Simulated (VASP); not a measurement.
# Pt in VASP: a series of runs

Pt is run at these levels: PBE; tasks: relaxation of cell and atoms, single point.

Everything below comes from runs of VASP 6.6.1. Logs are shortened: lines on timing, memory, paths and dates and some standing lists are left out, and cuts for length are marked.

### Step 1. The cell of the first run

It takes space group Fm-3m (No. 225, cubic). The conventional cell has a = 3.916 Å, b = 3.916 Å, c = 3.916 Å, α = 90.00°, β = 90.00°, γ = 90.00°. Pt (site symmetry m-3m) has 12 Pt at 2.77 Å within 3.6 Å.

### Step 2. Relaxation of cell and atoms, PBE

File INCAR:

```
  PREC = Accurate
  ENCUT = 500
  EDIFF = 1E-7
  ISMEAR = 0
  SIGMA = 0.1
  LREAL = F
  LASPH = T
  NELM = 120
  ALGO = Normal
  ISIF = 3
  LWAVE = F
  LCHARG = F
  GGA = PE
  IBRION = 2
  NSW = 90
  EDIFFG = -0.04
  GGA_COMPAT = F
  NELMIN = 4
```

File KPOINTS:

```
regular mesh
0
Gamma
  8 8 8
```

File POSCAR:

```
Pt
1.0
    0.0000000000      1.9579000000      1.9579000000
    1.9579000000      0.0000000000      1.9579000000
    1.9579000000      1.9579000000      0.0000000000
Pt
1
Direct
    0.0000000000      0.0000000000      0.0000000000
```

Potentials or basis: VASP PAW PBE potentials, release 64 (Pt).

The run is started by

```
$ cat potpaw_PBE.64/Pt/POTCAR > POTCAR
$ mpirun -np 1 vasp_std > vasp.out
```

OUTCAR:

```text
PREC = Accurate
   ENCUT = 500
   EDIFF = 1E-7
   ISMEAR = 0
   LREAL = F
   LASPH = T
   NELM = 120
   ISIF = 3
   GGA = PE
   IBRION = 2
   NSW = 90
   EDIFFG = -0.04
   NELMIN = 4

 ion  position               nearest neighbor table
   1  0.000  0.000  0.000-

  LATTYP: Found a face centered cubic cell.
 ALAT       =     3.9158000000

  Lattice vectors:

 A1 = (   0.0000000000,   1.9579000000,   1.9579000000)
 A2 = (   1.9579000000,   0.0000000000,   1.9579000000)
 A3 = (   1.9579000000,   1.9579000000,   0.0000000000)

Analysis of symmetry for initial positions (statically):
=====================================================================
 Subroutine PRICEL returns:
 Original cell was already a primitive cell.

 Routine SETGRP: Setting up the symmetry group for a
 face centered cubic supercell.

 Subroutine GETGRP returns: Found 48 space group operations
 (whereof 48 operations were pure point group operations)
 out of a pool of 48 trial point group operations.

The static configuration has the point symmetry O_h .

Analysis of symmetry for dynamics (positions and initial velocities):
=====================================================================
 Subroutine PRICEL returns:
 Original cell was already a primitive cell.

 Routine SETGRP: Setting up the symmetry group for a
 face centered cubic supercell.

 Subroutine GETGRP returns: Found 48 space group operations
 (whereof 48 operations were pure point group operations)
 out of a pool of 48 trial point group operations.

The dynamic configuration has the point symmetry O_h .

 Subroutine INISYM returns: Found 48 space group operations
 (whereof 48 operations are pure point group operations),
 and found     1 'primitive' translations

----------------------------------------------------------------------------------------

                                     Primitive cell

  volume of cell :      15.0107

  direct lattice vectors                    reciprocal lattice vectors
     0.000000000  1.957900000  1.957900000    -0.255375658  0.255375658  0.255375658
     1.957900000  0.000000000  1.957900000     0.255375658 -0.255375658  0.255375658
     1.957900000  1.957900000  0.000000000     0.255375658  0.255375658 -0.255375658

  length of vectors
     2.768888734  2.768888734  2.768888734     0.442323614  0.442323614  0.442323614

  position of ions in fractional coordinates (direct lattice)
     0.000000000  0.000000000  0.000000000

[... 82 lines left out ...]
   ISYM   =      2    0-nonsym 1-usesym 2-fastsym
   POTIM  = 0.5000    time-step for ionic-motion
   TEBEG  =    0.0;   TEEND  =   0.0 temperature during run
   PSTRESS=    0.0 pullay stress
   NELECT =      10.0000    total number of electrons
   NUPDOWN=      -1.0000    fix difference up-down
   EMIN   =  10.00;   EMAX   =-10.00  energy-range for DOS
   EFERMI =   0.00;   METHOD = LEGACY
   ISMEAR =     0;   SIGMA  =   0.10  broadening in eV -4-tet -1-fermi 0-gaus
   EFERMI_NEDOS =   21; number of points for ismear=-14 and -15
   IALGO  =     38    algorithm
   IMIX   =      4    mixing-type and parameters
     AMIX     =   0.40;   BMIX     =  1.00
     AMIX_MAG =   1.60;   BMIX_MAG =  1.00
  volume/ion in A,a.u.               =      15.01       101.30
  Fermi-wavevector in a.u.,A,eV,Ry     =   1.429797  2.701924 27.814648  2.044319
  Thomas-Fermi vector in A             =   2.549712
   LORBIT       =      0    0 simple, 1 ext, 2 COOP (PROOUT), +10 PAW based schemes
   GGA     = PE    functional components
   LHFCALC =     F    Hartree Fock is set to
   AEXX    =    0.0000 exact exchange contribution
   IVDW    =     0    specifies the selected vdW correction
   LEPSILON=     F    determine dielectric tensor
   LRPA    =     F    only Hartree local field effects (RPA)
 conjugate gradient relaxation of ions
 non-spin polarized calculation
 Gauss-broadening in eV      SIGMA  =   0.10
  energy-cutoff  :      500.00
  volume of cell :       15.01
 maximum number of plane-waves:       392
   NGX =  9   NGY =  9   NGZ =  9

--------------------------------------- Ionic step        1  -------------------------------------------

 number of electron      10.0000001 magnetization

 Free energy of the ion-electron system (eV)
  ---------------------------------------------------
  ext. energy  EPLUGINS =         0.00000000
  ---------------------------------------------------
  free energy    TOTEN  =        -6.06885738 eV

  energy without entropy =       -6.06002776  energy(sigma->0) =       -6.06444257

------------------------ aborting loop because EDIFF is reached ----------------------------------------

  FORCE on cell =-STRESS in cart. coord.  units (eV):
  Direction    XX          YY          ZZ          XY          YZ          ZX
  --------------------------------------------------------------------------------------
  -------------------------------------------------------------------------------------
  Total        0.9623744      0.9623744      0.9623744      0.0000000      0.0000000      0.0000000
  in kB      102.7195537    102.7195537    102.7195537      0.0000000      0.0000000      0.0000000
  external PRESSURE =     102.7195537 kB  Pullay stress =       0.0000000 kB
[... 22 lines left out ...]
--------------------------------------- Ionic step        2  -------------------------------------------

 number of electron      10.0000002 magnetization

 E-fermi :   8.8545     XC(G=0): -12.7154

 val. band max:        8.7394286574   @ k =  -0.3750   0.3750   0.0000
 cond. band min:       8.8662472274   @ k =   0.5000   0.5000   0.0000
 fundamental gap:      0.1268185699
 Fermi energy:         8.8545005358

 k-point     1 :       0.0000    0.0000    0.0000
  band No.  band energies     occupation
      1       0.0919      2.00000
      2       5.8372      2.00000
      3       5.8372      2.00000
      4       5.8372      2.00000
      5       7.5636      2.00000
      6       7.5636      2.00000
      7      23.8233      0.00000
      8      28.0522      0.00000
      9      28.0522      0.00000
[... 310 lines left out ...]
--------------------------------------- Ionic step        3  -------------------------------------------

 number of electron      10.0000002 magnetization

 Free energy of the ion-electron system (eV)
  ---------------------------------------------------
  ext. energy  EPLUGINS =         0.00000000
  ---------------------------------------------------
  free energy    TOTEN  =        -6.08610021 eV

  energy without entropy =       -6.07659128  energy(sigma->0) =       -6.08134574

 E-fermi :  10.5589     XC(G=0): -13.2976

 val. band max:       10.4279065098   @ k =  -0.3750   0.3750   0.0000
 cond. band min:      10.5668903271   @ k =  -0.2500   0.1250   0.0000
 fundamental gap:      0.1389838173
 Fermi energy:        10.5589270488

 k-point     1 :       0.0000    0.0000    0.0000
  band No.  band energies     occupation
      1       0.7874      2.00000
      2       7.0147      2.00000
      3       7.0147      2.00000
      4       7.0147      2.00000
      5       9.0474      2.00000
      6       9.0474      2.00000
      7      25.3650      0.00000
      8      30.1396      0.00000
      9      30.1396      0.00000
[... 304 lines left out ...]
  FREE ENERGIE OF THE ION-ELECTRON SYSTEM (eV)
  ---------------------------------------------------
  free  energy   TOTEN  =        -6.0861002095 eV

  energy  without entropy=       -6.0765912765  energy(sigma->0) =       -6.08134574

 reached required accuracy - stopping structural energy minimisation
```

OSZICAR:

```text
N       E                     dE             d eps       ncg     rms          rms(c)
DAV:   1     0.356663327031E+02    0.35666E+02   -0.53763E+03   546   0.101E+03
DAV:   2    -0.615399103264E+01   -0.41820E+02   -0.40415E+02   545   0.182E+02
DAV:   3    -0.646369700855E+01   -0.30971E+00   -0.30833E+00   659   0.170E+01
[... 24 lines left out ...]
DAV:   4    -0.608484297458E+01   -0.14609E-02   -0.28448E-03   636   0.511E-01    0.478E-01
DAV:   5    -0.608606062284E+01   -0.12176E-02   -0.21638E-03   578   0.303E-01    0.169E-02
DAV:   6    -0.608609815757E+01   -0.37535E-04   -0.30240E-05   700   0.474E-02    0.142E-02
DAV:   7    -0.608610012892E+01   -0.19713E-05   -0.14007E-06   570   0.903E-03    0.139E-03
DAV:   8    -0.608610020947E+01   -0.80554E-07   -0.31109E-08   324   0.168E-03
   3 F= -.60861002E+01 E0= -.60813457E+01  d E =-.172428E-01
```

Run time: 5.6 s. Hardware: 1 thread of Intel Xeon 6975P-C (Granite Rapids), shared host; peak memory 0.12 GiB.

What came out:

- Free energy: -6.0861 eV
- Relaxed volume: 15.59 Å³/atom
- Relaxed cell: a = 2.804 Å, b = 2.804 Å, c = 2.804 Å, α = 60.00°, β = 60.00°, γ = 60.00°
- Space group after relaxing (to 0.05 Å): Fm-3m (No. 225)
- Energy gained by relaxing: 17.2 meV/atom
- Ionic steps: 3
- Pressure after relaxing: -0.3 GPa
- Band gap on the k mesh: zero (band 5 reaches 11.05 eV, above the bottom of band 6 at 8.95 eV)

The path:
| step | energy change (eV) | largest force (eV/Å) | pressure (GPa) | volume (Å³) |
| --- | --- | --- | --- | --- |
| 1 | 0.0000 | 0.0000 | 10.27 | 15.01 |
| 2 | 0.0885 | 0.0000 | -18.45 | 17.20 |
| 3 | -0.0172 | 0.0000 | -0.33 | 15.59 |

Final structure:
```
CELL_PARAMETERS angstrom
0.00000 1.98296 1.98296
1.98296 0.00000 1.98296
1.98296 1.98296 0.00000
ATOMIC_POSITIONS crystal
Pt 0.00000 0.00000 0.00000
```

Levels at points of the mesh, in eV from the Fermi level:
```csv
k point,band 1,band 2,band 3,band 4,band 5,band 6,band 7,band 8,band 9
"(0.00, 0.00, 0.00)",-9.77,-3.54,-3.54,-3.54,-1.51,-1.51,14.81,19.58,19.58
"(0.50, 0.00, 0.00)",-6.92,-3.60,-3.60,-0.26,0.07,0.07,5.64,14.36,18.82
"(0.50, 0.50, 0.00)",-6.66,-6.23,0.03,0.49,0.49,1.92,8.57,11.36,11.36
```

Caveat: spin-orbit coupling is left out, which moves the levels of the heavy elements. Zero-point motion and thermal expansion aren't in these numbers.

### Step 3. Single point, PBE

This run uses another cell than the first one, of 15.64 Å³/atom, 1.042 times its volume.

File INCAR:

```
SYSTEM = Pt
ALGO = Normal ; EDIFF = 1E-6
ENCUT = 500 ; GGA = PE
GGA_COMPAT = .FALSE. ; ISIF = 2
ISMEAR = 0 ; LASPH = .TRUE.
LCHARG = .FALSE. ; LREAL = .FALSE.
LWAVE = .FALSE. ; NBANDS = 11
NELM = 120 ; PREC = Accurate
SIGMA = 0.1
```

File KPOINTS:

```
k-points
0
G
  24 24 24
  0 0 0
```

File POSCAR:

```
Pt
1.0
    0.0000000000      1.9850215685      1.9850215685
    1.9850215685      0.0000000000      1.9850215685
    1.9850215685      1.9850215685      0.0000000000
Pt
1
Direct
    0.0000000000      0.0000000000      0.0000000000
```

Potentials or basis: VASP PAW PBE potentials, release 64 (Pt).

The run is started by

```
$ cat potpaw_PBE.64/Pt/POTCAR > POTCAR
$ mpirun -np 1 vasp_std > vasp.out
```

Run time: 18 s. Hardware: 1 thread of Intel Xeon 6975P-C (Granite Rapids), shared host; peak memory 0.18 GiB.

Results (log left out):

* Free energy: -6.1027 eV
* Pressure: -0.5 GPa
* Band gap on the k mesh: zero (band 5 reaches 11.03 eV, above the bottom of band 6 at 8.94 eV)

Levels at points of the mesh, in eV from the Fermi level:
```tsv
k point	band 3	band 4	band 5	band 6	band 7	band 8
(0.00, 0.00, 0.00)	-3.56	-3.56	-1.53	-1.53	14.75	19.51
(0.50, 0.00, 0.00)	-3.61	-0.31	0.04	0.04	5.58	14.30
(0.50, 0.50, 0.00)	0.01	0.47	0.47	1.86	8.50	11.29
```

Caveat: spin-orbit coupling is left out, which moves the levels of the heavy elements.

[end of part 1 of 2]
